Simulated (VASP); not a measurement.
# Al16N16F (a cell with a defect) in VASP: notebook

Runs on Al16N16F (a cell with a defect). Level: PBE. Tasks: single point.

Program: VASP 6.6.1. These are calculated values, not measurements. Logs are shortened: lines on timing, memory, paths and dates and some standing lists are left out, and cuts for length are marked.

## Step 1: The cell of the first run

The cell holds a defect, 33 atoms: a = 6.260 Å, b = 6.260 Å, c = 10.036 Å, α = 90.00°, β = 90.00°, γ = 120.00°.

## Step 2: Single point, PBE

INCAR

```
SYSTEM = Al16N16F
PREC = Accurate ; ENCUT = 520
EDIFF = 1E-6 ; ISMEAR = -1
SIGMA = 0.01 ; LREAL = Auto
LASPH = .TRUE. ; NELM = 120
ALGO = Normal ; ISIF = 2
LWAVE = .FALSE. ; LCHARG = .FALSE.
GGA = PE ; NELECT = 136.0
NBANDS = 90 ; GGA_COMPAT = .FALSE.
```

KPOINTS

```
regular mesh
0
G
  1 1 1
  0 0 0
```

POSCAR

```
Al16N16F
1.0
    6.2604124020      0.0000000589      0.0000000000
   -3.1302062520      5.4216761488      0.0000000000
    0.0000000000      0.0000000000     10.0361163400
Al N F
16 16 1
Direct
    0.3270274462      0.1646157273      0.2498122174
    0.1670811019      0.3339004748      0.4997246935
    0.3341488223      0.1681811838      0.7497089679
    0.1696773466      0.3390930960      0.9960351309
    0.3342439905      0.6682264220      0.2437686545
    0.1670793336      0.8353940918      0.4997322374
    0.3342451999      0.6682260317      0.7458222390
    0.1696792074      0.8327884872      0.9960281249
    0.8378496802      0.1646117541      0.2498174602
    0.6675774637      0.3348902368      0.5089882253
    0.8342914863      0.1681767476      0.7497137542
    0.6675753934      0.3348874778      1.0010692203
    0.8378513206      0.6754348746      0.2498112481
    0.6685762733      0.8353899348      0.4997273468
    0.8342911081      0.6683169540      0.7497059392
    0.6633769947      0.8327857728      0.9960325081
    0.3455162751      0.1738656027      0.4535382622
    0.1745098357      0.3487652722      0.1830870742
    0.3339390607      0.1680759604      0.9421887246
    0.1674172803      0.3345797420      0.6929450704
    0.3342465276      0.6682323233      0.4402963823
    0.1745171661      0.8279508862      0.1830749738
    0.3342469640      0.6682221018      0.9327914152
    0.1674228088      0.8350524421      0.6929513398
    0.8286076629      0.1738610910      0.4535294871
    0.6675753783      0.3348860939      0.1961240658
    0.8343950190      0.1680700695      0.9421914514
    0.6675766500      0.3348858682      0.7020748343
    0.8286080307      0.6569510957      0.4535449319
    0.6537017096      0.8279478153      0.1830817486
    0.8343954647      0.6685223322      0.9421854840
    0.6678935792      0.8350487592      0.6929471024
    0.0009103557      0.0015425977      0.3175823589
```

Potentials or basis: VASP PAW PBE potentials, release 64 (Al, N, F).

Command:

```sh
> cat potpaw_PBE.64/Al/POTCAR potpaw_PBE.64/N/POTCAR potpaw_PBE.64/F/POTCAR > POTCAR
> mpirun -np 1 vasp_gam > vasp.out
```

OUTCAR:

```text
SYSTEM = Al16N16F
   PREC = Accurate
   ENCUT = 520
   EDIFF = 1E-6
   ISMEAR = -1
   LREAL = Auto
   LASPH = .TRUE.
   NELM = 120
   ISIF = 2
   GGA = PE
   NELECT = 136.0

 ion  position               nearest neighbor table
   1  0.327  0.165  0.250-  33 1.89  26 1.92  18 1.95  22 1.95  17 2.05   9 3.06  13 3.06   2 3.08
                             6 3.08  12 3.11   4 3.12   8 3.12   5 3.13   5 3.13  10 3.19  13 3.20
   2  0.167  0.334  0.500-  17 1.89  25 1.89  21 1.91  20 1.94  33 2.57   7 3.06   9 3.08   1 3.08
                             3 3.09  11 3.09   6 3.12  14 3.12  10 3.13  10 3.13  14 3.14   6 3.14
   3  0.334  0.168  0.750-  28 1.87  24 1.89  20 1.89  19 1.93  10 3.02   8 3.07   4 3.07   6 3.09
                             2 3.09  12 3.10  11 3.13  15 3.13   7 3.13   7 3.13  15 3.13  11 3.13
   4  0.170  0.339  0.996-  18 1.88  23 1.89  19 1.90  27 1.90   5 3.06  11 3.07   3 3.07   7 3.08
                             8 3.09  16 3.09   1 3.12   9 3.12  12 3.13  12 3.13  16 3.17   8 3.17
   5  0.334  0.668  0.244-  22 1.84  18 1.84  30 1.84  21 1.97   4 3.06  16 3.06   8 3.06   9 3.13
                            13 3.13   1 3.13   1 3.13  13 3.13   9 3.13   2 3.14  14 3.14   6 3.14
   6  0.167  0.835  0.500-  29 1.89  17 1.89  21 1.91  24 1.94  33 2.57   7 3.06   1 3.08  13 3.08
                            15 3.09   3 3.09  14 3.12   2 3.12  10 3.13  10 3.13   2 3.14  14 3.14
   7  0.334  0.668  0.746-  23 1.88  24 1.89  20 1.89  32 1.89   6 3.06  14 3.06   2 3.06   8 3.08
                            16 3.08   4 3.08   3 3.13  11 3.13  15 3.13  15 3.13  11 3.13   3 3.13
   8  0.170  0.833  0.996-  22 1.88  23 1.89  31 1.90  19 1.90   5 3.06   3 3.07  15 3.07   7 3.08
                             4 3.09  16 3.09  13 3.12   1 3.12  12 3.13  12 3.13  16 3.17   4 3.17
   9  0.838  0.165  0.250-  33 1.89  26 1.92  18 1.95  30 1.95  25 2.05   1 3.06  13 3.06  14 3.08
[... 16 lines left out ...]
  18  0.175  0.349  0.183-   5 1.84   4 1.88   9 1.95   1 1.95
  19  0.334  0.168  0.942-   4 1.90   8 1.90  12 1.90   3 1.93
  20  0.167  0.335  0.693-   7 1.89  11 1.89   3 1.89   2 1.94
  21  0.334  0.668  0.440-  14 1.91   2 1.91   6 1.91   5 1.97
  22  0.175  0.828  0.183-   5 1.84   8 1.88   1 1.95  13 1.95
[... 8 lines left out ...]
  31  0.834  0.669  0.942-   8 1.90  16 1.90  12 1.90  15 1.93
  32  0.668  0.835  0.693-   7 1.89  15 1.89  11 1.89  14 1.94
  33  0.001  0.002  0.318-  13 1.89   1 1.89   9 1.89   6 2.57  14 2.57   2 2.57

  LATTYP: Found a hexagonal cell.
 ALAT       =     6.2604124020
 C/A-ratio  =     1.6031078618

  Lattice vectors:

 A1 = (   6.2604124020,   0.0000000589,   0.0000000000)
 A2 = (  -3.1302062520,   5.4216761488,   0.0000000000)
 A3 = (   0.0000000000,   0.0000000000,  10.0361163400)

Analysis of symmetry for initial positions (statically):
=====================================================================
 Subroutine PRICEL returns:
 Original cell was already a primitive cell.

 Routine SETGRP: Setting up the symmetry group for a
 hexagonal supercell.

 Subroutine GETGRP returns: Found  1 space group operations
 (whereof  1 operations were pure point group operations)
 out of a pool of 24 trial point group operations.

[... 168 lines left out ...]
   EFERMI_NEDOS =   21; number of points for ismear=-14 and -15
   IALGO  =     38    algorithm
   IMIX   =      4    mixing-type and parameters
     AMIX     =   0.40;   BMIX     =  1.00
     AMIX_MAG =   1.60;   BMIX_MAG =  1.00
  volume/ion in A,a.u.               =      10.32        69.66
  Fermi-wavevector in a.u.,A,eV,Ry     =   1.205463  2.277994 19.771170  1.453140
  Thomas-Fermi vector in A             =   2.341158
   LORBIT       =      0    0 simple, 1 ext, 2 COOP (PROOUT), +10 PAW based schemes
   GGA     = PE    functional components
   LHFCALC =     F    Hartree Fock is set to
   AEXX    =    0.0000 exact exchange contribution
   IVDW    =     0    specifies the selected vdW correction
   LEPSILON=     F    determine dielectric tensor
   LRPA    =     F    only Hartree local field effects (RPA)
 non-spin polarized calculation
  energy-cutoff  :      520.00
  volume of cell :      340.65
 maximum number of plane-waves:      4582
 NGX is ok and might be reduce to    48
   NGX = 23   NGY = 23   NGZ = 37

 number of electron     135.9999987 magnetization

 Free energy of the ion-electron system (eV)
  ---------------------------------------------------
  ext. energy  EPLUGINS =         0.00000000
  ---------------------------------------------------
  free energy    TOTEN  =      -222.97851117 eV

  energy without entropy =     -222.97851117  energy(sigma->0) =     -222.97851117

 E-fermi :   6.7843     XC(G=0): -10.9328

 val. band max:        6.5316736834   @ k =   0.0000   0.0000   0.0000
 cond. band min:      10.3439387755   @ k =   0.0000   0.0000   0.0000
 fundamental gap:      3.8122650922
 Fermi energy:         6.7843428639

 k-point     1 :       0.0000    0.0000    0.0000
  band No.  band energies     occupation
      1     -18.0049      2.00000
      2      -8.8097      2.00000
      3      -7.9860      2.00000
      4      -7.6414      2.00000
      5      -6.9434      2.00000
      6      -6.9379      2.00000
[... 72 lines left out ...]
     79      12.1088      0.00000
     80      12.1088      0.00000
 [bands above 80 left out]

------------------------ aborting loop because EDIFF is reached ----------------------------------------

  FORCE on cell =-STRESS in cart. coord.  units (eV):
  Direction    XX          YY          ZZ          XY          YZ          ZX
  --------------------------------------------------------------------------------------
  -------------------------------------------------------------------------------------
  Total       31.5736062     31.5673356      2.6224954      0.0003148      0.0045538      0.0021941
  in kB      148.5020896    148.4725970     12.3345445      0.0014805      0.0214183      0.0103197
  external PRESSURE =     103.1030770 kB  Pullay stress =       0.0000000 kB

 VOLUME and BASIS-vectors are now :
 -----------------------------------------------------------------------------
  energy-cutoff  :      520.00
  volume of cell :      340.65
      direct lattice vectors                 reciprocal lattice vectors
     6.260412402  0.000000059  0.000000000     0.159733885  0.092222403  0.000000000
    -3.130206252  5.421676149  0.000000000    -0.000000002  0.184444804  0.000000000
     0.000000000  0.000000000 10.036116340     0.000000000  0.000000000  0.099640136

 POSITION                                       TOTAL-FORCE (eV/Angst)
 -----------------------------------------------------------------------------------
      1.53205      0.89249      2.50714         0.015251      0.006162     -0.001986
      0.00082      1.81030      5.01530        -0.000182     -0.001273      0.000185
      1.56547      0.91182      7.52417         0.000329      0.002100      0.001598
      0.00082      1.83845      9.99632         0.000606     -0.000434     -0.002378
      0.00082      3.62291      2.44649        -0.000008      0.001868      0.002398
     -1.56897      4.52924      5.01537        -0.001358      0.000997     -0.001906
[... 25 lines left out ...]
      1.56741      4.52736      6.95450        -0.001296     -0.000817      0.000127
      0.00087      0.00836      3.18729        -0.000244     -0.004136      0.009292
 -----------------------------------------------------------------------------------
    total drift:                                0.002385      0.006716      0.015929

  FREE ENERGIE OF THE ION-ELECTRON SYSTEM (eV)
  ---------------------------------------------------
  free  energy   TOTEN  =      -222.9785111673 eV

  energy  without entropy=     -222.9785111673  energy(sigma->0) =     -222.97851117
```

stdout:

```text
POSCAR found type information on POSCAR AlN F
 POSCAR found :  3 types and      33 ions
 scaLAPACK will be used
 LDA part: xc-table for (Slater+PW92), standard interpolation
 POSCAR, INCAR and KPOINTS ok, starting setup
 FFT: planning ... GRIDC
 FFT: planning ... GRID_SOFT
 FFT: planning ... GRID
 WAVECAR not read
 entering main loop
 the old and the new charge density differ
 old charge density:   135.00000 new  136.00000
    0.365E+01
```

Run time: 1.9 min. Hardware: 1 thread of Intel Xeon 8259CL, shared host; peak memory 0.42 GiB.

Results:

| Item | Value |
| --- | --- |
| Free energy | -222.9785 eV |
| Largest force | 0.017 eV/Å |

Forces in eV/Å, atoms in the order of the input:
```
Al   0.015  0.006 -0.002
Al   0.000 -0.001  0.000
Al   0.000  0.002  0.002
Al   0.001  0.000 -0.002
Al   0.000  0.002  0.002
Al  -0.001  0.001 -0.002
Al   0.000  0.001 -0.005
Al   0.002  0.002 -0.002
Al  -0.015  0.007 -0.002
Al   0.000  0.003  0.006
Al  -0.001  0.002  0.001
Al   0.000  0.001 -0.002
Al   0.000 -0.016 -0.003
Al   0.002  0.001 -0.002
Al   0.000  0.001  0.002
Al  -0.001  0.002 -0.002
N   -0.003 -0.002  0.000
N    0.000 -0.004  0.004
N   -0.002 -0.002  0.000
N    0.000  0.001  0.000
N    0.000 -0.001 -0.004
N   -0.003  0.001  0.004
N    0.000 -0.001  0.005
N    0.001 -0.001  0.000
N    0.003 -0.002  0.000
N    0.000  0.000 -0.002
N    0.002 -0.002  0.000
N    0.000  0.000 -0.009
N    0.000  0.003 -0.001
N    0.003  0.001  0.004
N    0.000  0.002  0.001
N   -0.001 -0.001  0.000
F    0.000 -0.004  0.009
```

Caveat: the k points lie up to 1.16 Å⁻¹ apart, too coarse for converged energies, forces and pressures; the cell carries a net charge on a neutralising background, which shifts energy and pressure; the cell is charged against a uniform background, so pressure and absolute levels hang on convention.

## Step 3: Single point, PBE

INCAR

```
SYSTEM = Al16N16F
ALGO = Normal
EDIFF = 1E-6
ENCUT = 520
GGA = PE
GGA_COMPAT = .FALSE.
ISIF = 2
ISMEAR = -1
LASPH = .TRUE.
LCHARG = .FALSE.
LREAL = Auto
LWAVE = .FALSE.
NBANDS = 90
NELECT = 136.0
NELM = 120
PREC = Accurate
SIGMA = 0.01
```

KPOINTS

```
k-points
0
G
  1 1 1
  0 0 0
```

POSCAR

```
Al16N16F
1.0
    6.2604124020      0.0000000589      0.0000000000
   -3.1302062520      5.4216761488      0.0000000000
    0.0000000000      0.0000000000     10.0361163400
Al N F
16 16 1
Direct
    0.3326390914      0.1666897005      0.2495519076
    0.1669270213      0.3337672068      0.4995413485
    0.3378297106      0.1692816650      0.7458778036
    0.1633595369      0.3266313826      0.9996412990
    0.3336359957      0.6671826250      0.2588189850
    0.1669308342      0.8338977797      0.4995328696
    0.3336378554      0.6671873528      0.7509239370
    0.1633587798      0.8374589968      0.9996329722
    0.8341369486      0.1666898033      0.2495514768
    0.6669703918      0.3338529059      0.4956629747
    0.8315390911      0.1692812008      0.7458783749
    0.6669704642      0.3338538874      0.9936020068
    0.8341415366      0.6681941031      0.2495576955
    0.6670561282      0.8338975501      0.4995331126
    0.8315404193      0.6629921025      0.7458685323
    0.6741892933      0.8374591063      0.9996336275
    0.3333248141      0.1670353880      0.4427805332
    0.1726017738      0.3451169061      0.2033584266
    0.3475049776      0.1741189601      0.9329198061
    0.1668215731      0.3335563151      0.6920386799
    0.3336347241      0.6671806107      0.4518811610
    0.1726057819      0.8282232620      0.2033823713
    0.3336378502      0.6671868687      0.9459669983
    0.1668264479      0.8340032645      0.6920326161
    0.8337965065      0.1670343719      0.4427804492
    0.6669747546      0.3338624866      0.1901368926
    0.8267008923      0.1741184040      0.9329208926
    0.6669678582      0.3338474422      0.6826520374
    0.8337941617      0.6674993544      0.4427873024
    0.6557063049      0.8282227876      0.2033811476
    0.8266986188      0.6533085885      0.9329060928
    0.6672659517      0.8340027733      0.6920326093
    0.0002912225      0.0004912877      0.0674241352
```

Potentials or basis: VASP PAW PBE potentials, release 64 (Al, N, F).

Command:

```sh
> cat potpaw_PBE.64/Al/POTCAR potpaw_PBE.64/N/POTCAR potpaw_PBE.64/F/POTCAR > POTCAR
> mpirun -np 1 vasp_gam > vasp.out
```

It took 1.8 min on 1 thread of Intel Xeon 8259CL, shared host; peak memory 0.42 GiB.

The run converged. Its results:

| Property | Result |
| --- | --- |
| Free energy | -222.9785 eV |
| Largest force | 0.016 eV/Å |

Forces on the atoms (eV/Å):
```
Al  -0.005 -0.001  0.001
Al   0.000  0.002  0.004
Al   0.001  0.001 -0.005
Al   0.000  0.016 -0.002
Al   0.000  0.002  0.001
Al  -0.001  0.004  0.003
Al   0.000  0.000 -0.004
Al   0.013 -0.009 -0.001
Al   0.005 -0.001  0.001
Al   0.000  0.000 -0.004
Al  -0.001  0.001 -0.005
Al   0.000  0.000  0.003
Al   0.000  0.004  0.001
Al   0.001  0.004  0.003
Al   0.000 -0.001 -0.003
Al  -0.013 -0.009 -0.001
N    0.001  0.000 -0.001
N    0.000 -0.002 -0.001
N   -0.002 -0.002  0.005
N    0.000 -0.004 -0.001
N    0.000  0.000 -0.005
N   -0.001  0.000 -0.002
N    0.000 -0.001 -0.003
N   -0.002  0.000 -0.001
N   -0.001  0.000 -0.001
N    0.000 -0.001 -0.006
N    0.002 -0.002  0.005
N    0.000 -0.001  0.002
N    0.000 -0.001 -0.001
N    0.001  0.000 -0.002
N    0.000  0.002  0.006
N    0.002  0.000 -0.001
F    0.000 -0.002  0.011
```

Levels at points of the mesh, in eV from the Fermi level:
| k point | band 66 | band 67 | band 68 | band 69 | band 70 | band 71 |
| --- | --- | --- | --- | --- | --- | --- |
| (0.00, 0.00, 0.00) | -0.39 | -0.39 | -0.26 | 3.56 | 4.67 | 4.67 |

Caveat: the k points lie up to 1.16 Å⁻¹ apart, too coarse for converged energies, forces and pressures; the cell carries a net charge on a neutralising background, which shifts energy and pressure; the cell is charged against a uniform background, so pressure and absolute levels hang on convention.

(Continued in part 2 of 2.)
